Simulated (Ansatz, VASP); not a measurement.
Two plane-wave programs on BP

The input POSCAR:

```
BP
1.0
    0.0000000000      2.2683156866      2.2683156866
    2.2683156866      0.0000000000      2.2683156866
    2.2683156866      2.2683156866      0.0000000000
B P
1 1
Direct
    0.0000000000      0.0000000000      0.0000000000
    0.2500000000      0.2500000000      0.2500000000
```

Contents of INCAR.step1:

```
SYSTEM = BP
  PREC = Accurate
  ENCUT = 520
  EDIFF = 1E-5
  ISMEAR = 0
  SIGMA = 0.01
  LREAL = .FALSE.
  LASPH = .TRUE.
  NELM = 100
  ALGO = Normal
  ISIF = 2
  LWAVE = .TRUE.
  LCHARG = .FALSE.
  NBANDS = 11
  GGA = PE
```

INCAR.step2

```
SYSTEM = BP
  PREC = Accurate
  ENCUT = 520
  EDIFF = 1E-7
  ISMEAR = 0
  SIGMA = 0.01
  LREAL = .FALSE.
  LASPH = .TRUE.
  NELM = 100
  ALGO = Normal
  ISIF = 2
  LWAVE = .FALSE.
  LCHARG = .FALSE.
  GGA = PE
  LHFCALC = .TRUE.
  HFSCREEN = 0.2079
  PRECFOCK = Normal
  NBANDS = 11
  ISTART = 1
```

The input KPOINTS:

```
Automatic mesh
0
G
  6 6 6
  0 0 0
```

Input for Ansatz:

```yaml
crystal:
  lattice:
    - [0.0, 2.2683156866, 2.2683156866]
    - [2.2683156866, 0.0, 2.2683156866]
    - [2.2683156866, 2.2683156866, 0.0]
  atoms:
    - { symbol: B, position: [0.0, 0.0, 0.0] }
    - { symbol: P, position: [0.25, 0.25, 0.25] }
kpoints:
  mp_grid: { grid: [6, 6, 6] }
  band_path:
    path:
      - [0.0, 0.0, 0.0]
      - [-0.5, -0.5, 0.0]
      - [-0.375, -0.375, 0.25]
      - [-0.375, 0.0, 0.375]
      - [0.0, 0.0, 0.5]
      - [-0.5, -0.25, 0.25]
      - [0.0, 0.4, 0.4]
    npoints: 1
hamiltonian:
  xc: hse06
scf:
  occupations: { method: fixed }
  n_extra_bands: 4
output:
  forces: true
  stress: true
  eigenvalues: true
  write_density: true
  write_potential: true
  elf: true
  volumetric_format: npy
```

Alike in both runs: task single point; functional HSE06; k mesh 6 × 6 × 6; no spin polarisation.

```csv
,VASP,Ansatz
version,VASP 6.6.1,Ansatz 0.2.0
potentials or method,"VASP PAW PBE potentials, release 64 (B, P)","plane waves, PAW"
plane-wave cutoff (eV),520,420
occupations,"gaussian, width 0.01 eV",fixed
valence electrons in the cell,8,8
```

VASP gave:

- gap on the k mesh at the Fermi level (eV): 2.06
- pressure (GPa): -1.9

Problem. What did Ansatz give for the same quantities?

Solution. gap on the k mesh at the Fermi level (eV): 2.06; pressure (GPa): -1.3.

Ansatz's warnings: stress exchange threshold loose, stress scf threshold loose.
